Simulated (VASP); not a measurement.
# Lu (Pm-3m) in VASP: a series of runs

Runs on Lu. Level: PBE. Tasks: single point, relaxation of cell and atoms.

All numbers are computed with VASP 6.6.1; they aren't measurements. Logs are shortened: lines on timing, memory, paths and dates and some standing lists are left out, and cuts for length are marked.

## Step 1: The cell of the first run

It takes space group Pm-3m (No. 221, cubic). The conventional cell has a = 2.913 Å, b = 2.913 Å, c = 2.913 Å, α = 90.00°, β = 90.00°, γ = 90.00°. Lu (site symmetry m-3m) has 6 Lu at 2.91 Å within 3.8 Å.

This isn't the form of Lu at room conditions, which is hcp.

## Step 2: Single point, PBE

The input, INCAR:

```
  ALGO = Normal
  EDIFF = 1E-7
  ENCUT = 520
  GGA = PE
  ISIF = 2
  ISMEAR = -1
  LASPH = T
  LCHARG = F
  LREAL = F
  LWAVE = F
  NBANDS = 18
  NELM = 60
  PREC = Accurate
  SIGMA = 0.08
```

The input, KPOINTS:

```
k-points
0
Gamma
  13 13 13
```

The input, POSCAR:

```
Lu
1.0
    2.9130444715      0.0000000000      0.0000000000
    0.0000000000      2.9130444715      0.0000000000
    0.0000000000      0.0000000000      2.9130444715
Lu
1
Direct
    0.0000000000      0.0000000000      0.0000000000
```

Potentials or basis: VASP PAW PBE potentials, release 64 (Lu).

On the command line:

```console
$ cat potpaw_PBE.64/Lu/POTCAR > POTCAR
$ mpirun -np 1 vasp_std > vasp.out
```

OUTCAR:

```text
EDIFF = 1E-7
   ENCUT = 520
   GGA = PE
   ISIF = 2
   ISMEAR = -1
   LASPH = T
   LREAL = F
   NELM = 60
   PREC = Accurate

 ion  position               nearest neighbor table
   1  0.000  0.000  0.000-

  LATTYP: Found a simple cubic cell.
 ALAT       =     2.9130444715

  Lattice vectors:

 A1 = (   2.9130444715,   0.0000000000,   0.0000000000)
 A2 = (   0.0000000000,   2.9130444715,   0.0000000000)
 A3 = (   0.0000000000,   0.0000000000,   2.9130444715)

Analysis of symmetry for initial positions (statically):
=====================================================================
 Subroutine PRICEL returns:
 Original cell was already a primitive cell.

 Routine SETGRP: Setting up the symmetry group for a
 simple cubic supercell.

 Subroutine GETGRP returns: Found 48 space group operations
 (whereof 48 operations were pure point group operations)
 out of a pool of 48 trial point group operations.

The static configuration has the point symmetry O_h .

Analysis of symmetry for dynamics (positions and initial velocities):
=====================================================================
 Subroutine PRICEL returns:
 Original cell was already a primitive cell.

 Routine SETGRP: Setting up the symmetry group for a
 simple cubic supercell.

 Subroutine GETGRP returns: Found 48 space group operations
 (whereof 48 operations were pure point group operations)
 out of a pool of 48 trial point group operations.

The dynamic configuration has the point symmetry O_h .

 Subroutine INISYM returns: Found 48 space group operations
 (whereof 48 operations are pure point group operations),
 and found     1 'primitive' translations

----------------------------------------------------------------------------------------

                                     Primitive cell

  volume of cell :      24.7196

  direct lattice vectors                    reciprocal lattice vectors
     2.913044472  0.000000000  0.000000000     0.343283465  0.000000000  0.000000000
     0.000000000  2.913044472  0.000000000     0.000000000  0.343283465  0.000000000
     0.000000000  0.000000000  2.913044472     0.000000000  0.000000000  0.343283465

  length of vectors
     2.913044472  2.913044472  2.913044472     0.343283465  0.343283465  0.343283465

  position of ions in fractional coordinates (direct lattice)
     0.000000000  0.000000000  0.000000000

  ion indices of the primitive-cell ions
   primitive index   ion index
                 1           1

----------------------------------------------------------------------------------------

 KPOINTS: k-points

Automatic generation of k-mesh.
 Grid dimensions read from file:
 generate k-points for:   13   13   13

 Generating k-lattice:

  Cartesian coordinates                     Fractional coordinates (reciprocal lattice)
     0.026406420  0.000000000  0.000000000     0.076923077  0.000000000  0.000000000
     0.000000000  0.026406420  0.000000000     0.000000000  0.076923077  0.000000000
     0.000000000  0.000000000  0.026406420     0.000000000  0.000000000  0.076923077

  Length of vectors
     0.026406420  0.026406420  0.026406420

  Shift w.r.t. Gamma in fractional coordinates (k-lattice)
     0.000000000  0.000000000  0.000000000

 Subroutine IBZKPT returns following result:
 ===========================================

 Found     84 irreducible k-points:

 Following reciprocal coordinates:
            Coordinates               Weight
  0.000000  0.000000  0.000000      1.000000
  0.076923  0.000000  0.000000      6.000000
  0.153846  0.000000  0.000000      6.000000
  0.230769  0.000000  0.000000      6.000000
  0.307692  0.000000  0.000000      6.000000
  0.384615  0.000000  0.000000      6.000000
[... 16 lines left out ...]
  0.307692  0.307692  0.000000     12.000000
  0.384615  0.307692  0.000000     24.000000
 [... further k-points ...]
   k-points           NKPTS =     84   k-points in BZ     NKDIM =     84   number of bands    NBANDS=     18
   number of dos      NEDOS =    301   number of ions     NIONS =      1
   total plane-waves  NPLWV =  13824
   dimension x,y,z NGX =    24 NGY =   24 NGZ =   24
   dimension x,y,z NGXF=    48 NGYF=   48 NGZF=   48
   ions per type =               1
   NGX,Y,Z   is equivalent  to a cutoff of  13.70, 13.70, 13.70 a.u.
   NGXF,Y,Z  is equivalent  to a cutoff of  27.39, 27.39, 27.39 a.u.
 SYSTEM =  unknown system
   PREC   = accura    normal or accurate (medium, high low for compatibility)
   ISTART =      0    job   : 0-new  1-cont  2-samecut
   ICHARG =      2    charge: 1-file 2-atom 10-const
   ISPIN  =      1    spin polarized calculation?
   LNONCOLLINEAR =      F non collinear calculations
   LSORBIT =      F    spin-orbit coupling
   LASPH  =      T    aspherical Exc in radial PAW
   ENCUT  =  520.0 eV  38.22 Ry    6.18 a.u.   5.42  5.42  5.42*2*pi/ulx,y,z
   NELM   =     60;   NELMIN=  2; NELMDL= -5     # of ELM steps
   EDIFF  = 0.1E-06   stopping-criterion for ELM
   LREAL  =      F    real-space projection
   EDIFFG = 0.1E-05   stopping-criterion for IOM
   NSW    =      0    number of steps for IOM
   IBRION =     -1    ionic relax: 0-MD 1-quasi-New 2-CG
   NFREE  =      0    steps in history (QN), initial steepest desc. (CG)
   ISIF   =      2    stress and relaxation
   ISYM   =      2    0-nonsym 1-usesym 2-fastsym
   POTIM  = 0.5000    time-step for ionic-motion
   TEBEG  =    0.0;   TEEND  =   0.0 temperature during run
   PSTRESS=    0.0 pullay stress
   NELECT =      25.0000    total number of electrons
   NUPDOWN=      -1.0000    fix difference up-down
   EMIN   =  10.00;   EMAX   =-10.00  energy-range for DOS
   EFERMI =   0.00;   METHOD = LEGACY
   ISMEAR =    -1;   SIGMA  =   0.08  broadening in eV -4-tet -1-fermi 0-gaus
   EFERMI_NEDOS =   21; number of points for ismear=-14 and -15
   IALGO  =     38    algorithm
   IMIX   =      4    mixing-type and parameters
     AMIX     =   0.40;   BMIX     =  1.00
     AMIX_MAG =   1.60;   BMIX_MAG =  1.00
  volume/ion in A,a.u.               =      24.72       166.82
  Fermi-wavevector in a.u.,A,eV,Ry     =   1.643265  3.105321 36.740101  2.700321
  Thomas-Fermi vector in A             =   2.733429
   LORBIT       =      0    0 simple, 1 ext, 2 COOP (PROOUT), +10 PAW based schemes
   GGA     = PE    functional components
   LHFCALC =     F    Hartree Fock is set to
   AEXX    =    0.0000 exact exchange contribution
   IVDW    =     0    specifies the selected vdW correction
   LEPSILON=     F    determine dielectric tensor
   LRPA    =     F    only Hartree local field effects (RPA)
 non-spin polarized calculation
  energy-cutoff  :      520.00
  volume of cell :       24.72
 maximum number of plane-waves:       691
 NGX is ok and might be reduce to    24
   NGX = 11   NGY = 11   NGZ = 11

 number of electron      25.0000016 magnetization

 Free energy of the ion-electron system (eV)
  ---------------------------------------------------
  ext. energy  EPLUGINS =         0.00000000
  ---------------------------------------------------
  free energy    TOTEN  =        -3.40080469 eV

  energy without entropy =       -3.36458796  energy(sigma->0) =       -3.38269633

 E-fermi :   2.8916     XC(G=0): -11.4210

 val. band max:        2.8803228374   @ k =   0.4615   0.0769   0.0000
 cond. band min:       2.8994761668   @ k =   0.4615   0.4615   0.3077
 fundamental gap:      0.0191533295
 Fermi energy:         2.8915952862

 k-point     1 :       0.0000    0.0000    0.0000
  band No.  band energies     occupation
      1     -53.3937      2.00000
      2     -23.5219      2.00000
      3     -23.5219      2.00000
      4     -23.5219      2.00000
      5      -3.3937      2.00000
      6      -2.1998      2.00000
[... 10 lines left out ...]
     17      10.7752      0.00000
     18      15.9647      0.00000

 k-point     2 :       0.0769    0.0000    0.0000
  band No.  band energies     occupation
      1     -53.3888      2.00000
      2     -23.6000      2.00000
      3     -23.5153      2.00000
      4     -23.5153      2.00000
      5      -3.2285      2.00000
      6      -2.2046      2.00000
[... 10 lines left out ...]
     17      10.7999      0.00000
     18      15.1394      0.00000

 k-point     3 :       0.1538    0.0000    0.0000
  band No.  band energies     occupation
      1     -53.3750      2.00000
      2     -23.8113      2.00000
      3     -23.4971      2.00000
      4     -23.4971      2.00000
      5      -2.7664      2.00000
      6      -2.2176      2.00000
[... 10 lines left out ...]
     17      10.8690      0.00000
     18      13.7200      0.00000

 k-point     4 :       0.2308    0.0000    0.0000
  band No.  band energies     occupation
      1     -53.3556      2.00000
      2     -24.0978      2.00000
      3     -23.4714      2.00000
      4     -23.4714      2.00000
      5      -2.2356      2.00000
      6      -2.2352      2.00000
[... 10 lines left out ...]
     17      10.9684      0.00000
     18      12.6056      0.00000

 k-point     5 :       0.3077    0.0000    0.0000
  band No.  band energies     occupation
      1     -53.3349      2.00000
      2     -24.3886      2.00000
      3     -23.4438      2.00000
      4     -23.4438      2.00000
      5      -2.2709      2.00000
      6      -2.2529      2.00000
[... 10 lines left out ...]
     17      11.0767      0.00000
     18      12.2481      0.00000

 k-point     6 :       0.3846    0.0000    0.0000
  band No.  band energies     occupation
      1     -53.3177      2.00000
      2     -24.6204      2.00000
      3     -23.4209      2.00000
      4     -23.4209      2.00000
      5      -2.2981      2.00000
      6      -2.2669      2.00000
[... 307 lines left out ...]
 k-point    21 :       0.3846    0.2308    0.0000
  band No.  band energies     occupation
      1     -53.2806      2.00000
      2     -24.5439      2.00000
      3     -23.9668      2.00000
      4     -23.3729      2.00000
      5      -2.2826      2.00000
      6      -2.2315      2.00000
[... 10 lines left out ...]
     17       9.2415      0.00000
     18      13.4439      0.00000

 k-point    22 :       0.4615    0.2308    0.0000
  band No.  band energies     occupation
      1     -53.2710      2.00000
      2     -24.6684      2.00000
      3     -23.9502      2.00000
      4     -23.3603      2.00000
      5      -2.2963      2.00000
      6      -2.2388      2.00000
[... 10 lines left out ...]
     17       9.3176      0.00000
     18      13.7653      0.00000

 k-point    23 :       0.3077    0.3077    0.0000
  band No.  band energies     occupation
      1     -53.2773      2.00000
      2     -24.2966      2.00000
      3     -24.2582      2.00000
      4     -23.3689      2.00000
      5      -2.2570      2.00000
      6      -2.2504      2.00000
[... 10 lines left out ...]
     17       8.5023      0.00000
     18      13.7256      0.00000

 k-point    24 :       0.3846    0.3077    0.0000
  band No.  band energies     occupation
      1     -53.2604      2.00000
      2     -24.5021      2.00000
      3     -24.2438      2.00000
      4     -23.3468      2.00000
      5      -2.2773      2.00000
      6      -2.2505      2.00000
[... 10 lines left out ...]
     17       8.4753      0.00000
     18      13.4954      0.00000

 [... further k-points ...]

------------------------ aborting loop because EDIFF is reached ----------------------------------------

  FORCE on cell =-STRESS in cart. coord.  units (eV):
  Direction    XX          YY          ZZ          XY          YZ          ZX
  --------------------------------------------------------------------------------------
  -------------------------------------------------------------------------------------
  Total        2.0661092      2.0661092      2.0661092      0.0000000     -0.0000000      0.0000000
  in kB      133.9129284    133.9129284    133.9129284      0.0000000     -0.0000000      0.0000000
  external PRESSURE =     133.9129284 kB  Pullay stress =       0.0000000 kB

 VOLUME and BASIS-vectors are now :
 -----------------------------------------------------------------------------
  energy-cutoff  :      520.00
  volume of cell :       24.72
      direct lattice vectors                 reciprocal lattice vectors
     2.913044472  0.000000000  0.000000000     0.343283465  0.000000000  0.000000000
     0.000000000  2.913044472  0.000000000     0.000000000  0.343283465  0.000000000
     0.000000000  0.000000000  2.913044472     0.000000000  0.000000000  0.343283465

 POSITION                                       TOTAL-FORCE (eV/Angst)
 -----------------------------------------------------------------------------------
      0.00000      0.00000      0.00000         0.000000      0.000000      0.000000
 -----------------------------------------------------------------------------------
    total drift:                                0.000000      0.000000      0.000000

  FREE ENERGIE OF THE ION-ELECTRON SYSTEM (eV)
  ---------------------------------------------------
  free  energy   TOTEN  =        -3.4008046903 eV

  energy  without entropy=       -3.3645879627  energy(sigma->0) =       -3.38269633
```

Run time: 62 s. Hardware: 1 thread of AMD EPYC 7R43 (Zen 3), shared host; peak memory 0.13 GiB.

What came out:

- Free energy: -3.4008 eV
- Pressure: 13.4 GPa
- Band gap on the k mesh: zero (an odd number of electrons rules out a gap without spin polarisation)

Levels at points of the mesh, in eV from the Fermi level:
| k point | band 8 | band 9 | band 10 | band 11 | band 12 | band 13 | band 14 | band 15 | band 16 | band 17 |
| --- | --- | --- | --- | --- | --- | --- | --- | --- | --- | --- |
| (0.00, 0.00, 0.00) | -5.09 | -5.03 | -5.03 | -5.03 | -4.98 | -0.85 | -0.85 | 7.88 | 7.88 | 7.88 |

Caveat: the cell stands under pressure; spin-orbit coupling is left out, which moves the levels of the heavy elements.

## Step 3: Relaxation of cell and atoms, PBE, target pressure 13 GPa, at which the enthalpy is minimised

The input, INCAR:

```
SYSTEM = Lu
  ALGO = Normal
  EDIFF = 1E-7
  EDIFFG = -0.005
  ENCUT = 600
  GGA = PE
  IBRION = 2
  ISIF = 3
  ISMEAR = -1
  LASPH = .TRUE.
  LCHARG = .FALSE.
  LREAL = .FALSE.
  LWAVE = .FALSE.
  NELM = 60
  NSW = 60
  PREC = Accurate
  PSTRESS = 130.0
  SIGMA = 0.08
```

The input, KPOINTS:

```
k-points
0
G
  13 13 13
  0 0 0
```

The input, POSCAR:

```
Lu
1.0
    2.9149601741      0.0000000000      0.0000000000
    0.0000000000      2.9149601741      0.0000000000
    0.0000000000      0.0000000000      2.9149601741
Lu
1
Direct
    0.0000000000      0.0000000000      0.0000000000
```

Potentials or basis: VASP PAW PBE potentials, release 64 (Lu).

On the command line:

```console
$ cat potpaw_PBE.64/Lu/POTCAR > POTCAR
$ mpirun -np 1 vasp_std > vasp.out
```

Run time: 2.2 min. Hardware: 1 thread of AMD EPYC 7R43 (Zen 3), shared host; peak memory 0.14 GiB.

Results (log left out):

```yaml
Free_energy: -3.4137 eV
Relaxed_volume: 24.87 Å³/atom
Relaxed_cell: a = 2.919 Å, b = 2.919 Å, c = 2.919 Å, α = 90.00°, β = 90.00°, γ = 90.00°
Space_group_after_relaxing_to_0.1_Å: Pm-3m (No. 221)
Energy_change_on_relaxing_the_run_minimises_the_enthalpy: -8.4 meV/atom
Ionic_steps: 3
Pressure_after_relaxing: 13.0 GPa
Band_gap_on_the_k_mesh: zero (an odd number of electrons rules out a gap without spin polarisation)
```

The path:
| step | energy change (eV) | largest force (eV/Å) | pressure (GPa) | volume (Å³) |
| --- | --- | --- | --- | --- |
| 1 | 0.0000 | 0.0000 | 13.31 | 24.77 |
| 2 | -0.0138 | 0.0000 | 12.88 | 24.94 |
| 3 | -0.0084 | 0.0000 | 13.01 | 24.87 |

Final structure:
```
Lu
1.0
     2.91898    0.00000    0.00000
     0.00000    2.91898    0.00000
     0.00000    0.00000    2.91898
Lu
1
Cartesian
  0.0000 0.0000 0.0000
```

Levels at points of the mesh, in eV from the Fermi level:
```csv
k point,band 8,band 9,band 10,band 11,band 12,band 13,band 14,band 15,band 16
"(0.00, 0.00, 0.00)",-5.10,-5.04,-5.04,-5.04,-4.99,-0.83,-0.83,7.84,7.84
```

Caveat: the cell is relaxed towards a set pressure, so the run minimises the enthalpy, not the energy; spin-orbit coupling is left out, which moves the levels of the heavy elements.

## Step 4: Relaxation of cell and atoms, PBE, target pressure 13 GPa, at which the enthalpy is minimised

The input, INCAR:

```
ALGO     = Normal         # electronic algorithm
EDIFF    = 1E-7           # SCF threshold, eV
EDIFFG   = -0.005         # ionic threshold
ENCUT    = 600            # plane-wave cutoff, eV
GGA      = PE             # functional
IBRION   = 2              # ionic algorithm
ISIF     = 3              # what is computed and relaxed
ISMEAR   = -1             # smearing method
LASPH    = T              # aspherical terms in the spheres
LCHARG   = F              # write CHGCAR
LREAL    = F              # projectors in reciprocal space
LWAVE    = F              # write WAVECAR
NELM     = 80             # most SCF steps
NSW      = 32             # ionic steps
PREC     = Accurate       # precision mode
PSTRESS  = 130.0        
SIGMA    = 0.08           # smearing width, eV
```

The input, KPOINTS:

```
k-points
0
Gamma
  13 13 13
```

The input, POSCAR:

```
Lu
1.0
    2.9130444715      0.0000000000      0.0000000000
    0.0000000000      2.9130444715      0.0000000000
    0.0000000000      0.0000000000      2.9130444715
Lu
1
Direct
    0.0000000000      0.0000000000      0.0000000000
```

On the command line:

```console
$ cat potpaw_PBE.64/Lu/POTCAR > POTCAR
$ mpirun -np 1 vasp_std > vasp.out
```

Run time: 3.1 min. Hardware: 1 thread of AMD EPYC 7R43 (Zen 3), shared host; peak memory 0.14 GiB.

The run converged. Its results:

```yaml
Free_energy: -3.4139 eV
Relaxed_volume: 24.87 Å³/atom
Relaxed_cell: a = 2.919 Å, b = 2.919 Å, c = 2.919 Å, α = 90.00°, β = 90.00°, γ = 90.00°
Space_group_after_relaxing_to_0.1_Å: Pm-3m (No. 221)
Energy_change_on_relaxing_the_run_minimises_the_enthalpy: -12.7 meV/atom
Ionic_steps: 3
Pressure_after_relaxing: 13.0 GPa
Band_gap_on_the_k_mesh: zero (an odd number of electrons rules out a gap without spin polarisation)
```

The path:
```csv
step,energy change (eV),largest force (eV/Å),pressure (GPa),volume (Å³)
1,0.0000,0.0000,13.44,24.72
2,-0.0198,0.0000,12.77,24.96
3,-0.0127,0.0000,13.00,24.87
```

Final structure:
```
Lu
1.0
     2.91907    0.00000    0.00000
     0.00000    2.91907    0.00000
     0.00000    0.00000    2.91907
Lu
1
Direct
  0.00000 0.00000 0.00000
```

Levels at points of the mesh, in eV from the Fermi level:
```
           k point  band 8  band 9  band 10  band 11  band 12  band 13  band 14  band 15  band 16
(0.00, 0.00, 0.00)   -5.10   -5.04    -5.04    -5.04    -4.99    -0.83    -0.83     7.84     7.84
```

Caveat: the cell is relaxed towards a set pressure, so the run minimises the enthalpy, not the energy; spin-orbit coupling is left out, which moves the levels of the heavy elements.

## Step 5: Overview

```csv
task,cell,cutoff (eV),gap on the mesh (eV),pressure (GPa)
single point,"a = 2.913 Å, 1 atom",520,none,13.4
relaxation of cell and atoms,"relaxed to 13 GPa from a = 2.915 Å, 1 atom",600,none,13.0
relaxation of cell and atoms,"relaxed to 13 GPa from a = 2.913 Å, 1 atom",600,none,13.0
```

Alike in all rows: level PBE; potentials or basis VASP PAW PBE potentials, release 64 (Lu); no spin polarisation; k mesh 13 × 13 × 13; smearing fermi-dirac 0.08 eV.

Caveats: spin-orbit coupling is left out, which moves the levels of the heavy elements; the cell is relaxed towards a set pressure, so the run minimises the enthalpy, not the energy (at least some runs); the cell stands under pressure (at least some runs).

Total energies depend on the potentials used, so only differences within one code and one set of settings carry meaning.

The gap in the log of VASP goes by the Fermi energy; the results here count the filled bands.